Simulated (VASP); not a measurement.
Crystal: BaTiO3.

```xyz
5
Lattice="2.8274 1.6324 2.3184 -2.8274 1.6324 2.3184 0.0000 -3.2648 2.3184" Properties=species:S:1:pos:R:3 pbc="T T T"
Ba    0.0000    0.0000    0.0000
Ti    0.0000    0.0000    3.3698
O     0.0000    1.6033    2.3988
O    -1.3885   -0.8017    2.3988
O     1.3885   -0.8017    2.3988
```

Program: VASP 6.6.1. Alike in all runs: task single point; potentials or basis VASP PAW PBE potentials, release 64 (Ba_sv, Ti_sv, O); no spin polarisation; cell as given; k mesh 6 × 6 × 6; cutoff (eV) 520; smearing fermi-dirac 0.05 eV.

Q: Order these runs on this cell by their pressure, lowest first.
A. level PBEsol+U; U Ti d U = 3.0 eV
B. level PBEsol
C. level PBEsol+U; U Ti d U = 6.0 eV

A: B (0.6 GPa), A (3.4 GPa), C (6.1 GPa).

Caveats: the PAW data sets were made with another functional, which shifts forces and pressure a little; the cell stands under pressure (at least some runs).
